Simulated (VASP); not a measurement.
Here is a VASP 6.6.1 calculation.

Contents of POSCAR:

```
AgCl
1.0
    3.4339730000      0.0000000000      0.0000000000
    0.0000000000      3.4339730000      0.0000000000
    0.0000000000      0.0000000000      3.4339730000
Ag Cl
1 1
Direct
    0.0000000000      0.0000000000      0.0000000000
    0.5000000000      0.4417584238      0.5000000000
```

INCAR.step1

```
PREC = Accurate
ENCUT = 520
ISMEAR = 0
SIGMA = 0.05
LREAL = False
LASPH = True
NELM = 100
NBANDS = 16
GGA = PE
ALGO = Normal
EDIFF = 1E-4
LWAVE = True
LCHARG = False
```

The input INCAR.step2:

```
PREC = Accurate
ENCUT = 520
EDIFF = 1E-6
ISMEAR = 0
SIGMA = 0.05
LREAL = False
LASPH = True
NELM = 100
ALGO = Normal
ISIF = 2
LWAVE = False
LCHARG = False
METAGGA = R2SCAN
LMIXTAU = True
NBANDS = 16
ISTART = 1
```

The input KPOINTS:

```
Automatic mesh
0
Gamma
  8 8 8
```

Potentials or basis: VASP PAW PBE potentials, release 64 (Ag, Cl).

Launch:

```sh
$ cat potpaw_PBE.64/Ag/POTCAR potpaw_PBE.64/Cl/POTCAR > POTCAR
$ cp INCAR.step1 INCAR
$ mpirun -np 1 vasp_std > vasp.out
$ cp INCAR.step2 INCAR
$ mpirun -np 1 vasp_std > vasp.out
```

Problem. What does it give for the largest force?

Solution. 0.053 eV/Å.

Problem. What does it give for the band gap on the k mesh?

Solution. 1.14 eV, indirect (least direct gap 2.56 eV).

Problem. Estimate the pressure.

Solution. -1.3 GPa.

Forces in eV/Å, atoms in the order of the input:
```
Ag   0.000 -0.053  0.000
Cl   0.000  0.053  0.000
```

Caveat: the cell differs from its parent crystal (atom 2 (Cl) moved by (-0.200, +0.000) A along y and z); the PAW data sets were made with another functional, which shifts forces and pressure a little. A k mesh can miss the band edges.
